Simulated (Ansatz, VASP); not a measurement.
## One calculation of Ge, two programs

```
Ge
1.0
     0.00000    0.00000   -2.64273
     2.76521    0.00000    0.00000
     0.00000   -5.03900    0.00000
Ge
2
Direct
  0.00000 0.48192 0.00000
  0.00000 0.01808 0.50000
```

Change from the starting cell: mode 1 (-8.0 1/cm) frozen in, largest displacement +0.050 Å.

Alike in both runs: task single point; functional PBEsol; k mesh 22 × 22 × 12; occupations gaussian, width 0.15 eV; no spin polarisation.

```csv
,VASP,Ansatz
version,VASP 6.6.1,Ansatz 0.2.0
potentials or method,"VASP PAW PBE potentials, release 64 (Ge_d), cutoff 520 eV","scalar-relativistic, plane waves, PAW"
valence electrons in the cell,28,28
```

Ansatz gave:

* gap on the k mesh at the Fermi level (eV): none
* pressure (GPa): 0.0
* traceless stress, the component that is largest in VASP (GPa): 1.21

What did VASP give for the same quantities?

gap on the k mesh at the Fermi level (eV): none; pressure (GPa): 0.0; traceless stress, the component that is largest in VASP (GPa): 1.22.

VASP's potentials were made for PBE, not for PBEsol. A gap of «none» marks a metal or a gap that the smearing closes. The functional is the same, so the differences come from potentials, cutoffs and numerics.
